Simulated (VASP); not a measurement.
Crystal: KTe2Cl.

```
K Te Cl
1.0
     5.54321    0.00000    0.00000
    -2.77160    4.80056    0.00000
     0.00000    0.00000    5.08806
K Te Cl
1 2 1
Direct
  0.00000 0.00000 0.50000
  0.33333 0.66667 0.50000
  0.66667 0.33333 0.50000
  0.00000 0.00000 0.00000
```

- Program: VASP 6.6.1
- Task: relaxation of cell and atoms
- Functional: PBE
- Potentials or basis: VASP PAW PBE potentials, release 64 (K_sv, Te, Cl)
- Cutoff: 600 eV
- k mesh: 6 × 6 × 4
- Occupations: gaussian, width 0.1 eV
- Spin: no spin polarisation

At the start: pressure 5.6 GPa; volume 33.85 Å³/atom.

Question: Where does the relaxation end?

Answer: Over 5 steps the energy falls by 143.8 meV/atom and the volume is 41.73 Å³/atom (+23.3 %); space group P6/mmm (No. 191, to 0.05 Å).

The path:
| step | energy change (eV) | largest force (eV/Å) | pressure (GPa) | volume (Å³) |
| --- | --- | --- | --- | --- |
| 1 | 0.0000 | 0.0000 | 5.63 | 135.40 |
| 2 | -0.5569 | 0.0000 | 0.71 | 159.81 |
| 3 | -0.5726 | 0.0000 | 0.25 | 164.01 |
| 4 | -0.5640 | 0.0000 | -0.49 | 172.59 |
| 5 | -0.5751 | 0.0000 | -0.03 | 166.92 |

Final structure:
```cif
data_structure
_symmetry_space_group_name_H-M 'P 1'
_symmetry_Int_Tables_number 1
_cell_length_a 5.7776
_cell_length_b 5.7776
_cell_length_c 5.7741
_cell_angle_alpha 90.000
_cell_angle_beta 90.000
_cell_angle_gamma 120.000
_cell_volume 166.92
loop_
_atom_site_label
_atom_site_type_symbol
_atom_site_fract_x
_atom_site_fract_y
_atom_site_fract_z
_atom_site_occupancy
K1 K 0.00000 0.00000 0.50000 1
Te1 Te 0.33333 0.66667 0.50000 1
Te2 Te 0.66667 0.33333 0.50000 1
Cl1 Cl 0.00000 0.00000 0.00000 1
```

Caveat: the volume moved by over 15 % at a fixed basis, so the end points are rough.
